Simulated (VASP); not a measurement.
# V: single point with LDA

Crystal: V.

```
V
1.0
    -1.46337    1.46337    1.46337
     1.46337   -1.46337    1.46337
     1.46337    1.46337   -1.46337
V
1
Direct
  0.00000 0.00000 0.00000
```

```yaml
Program: VASP 6.6.1
Task: single point
Functional: LDA
Potentials_or_basis: VASP PAW LDA potentials, release 64 (V_sv)
Cutoff: 520 eV
k_mesh: 20 × 20 × 20
Occupations: gaussian, width 0.1 eV
Spin: no spin polarisation
Dipole_correction: no
Further_INCAR_settings: ALGO = Normal; EDIFF = 1e-06; NBANDS = 12
```

```
Pressure               : 0.4 GPa
Band gap on the k mesh : zero (an odd number of electrons rules out a gap without spin polarisation)
```

Levels at points of the mesh, in eV from the Fermi level:
```tsv
k point	band 3	band 4	band 5	band 6	band 7	band 8	band 9	band 10
(0.00, 0.00, 0.00)	-36.46	-36.46	-6.65	0.40	0.40	0.40	2.58	2.58
(0.50, 0.00, 0.00)	-36.81	-36.47	-3.43	-1.30	2.02	2.61	2.99	4.53
(0.50, 0.50, 0.50)	-37.24	-37.24	-3.36	-3.36	4.09	4.09	4.09	10.92
```

Wall time 20 s on 1 thread of AMD EPYC 9R45 96-Core Processor (Zen 5), on a shared host, peak memory 0.12 GiB.
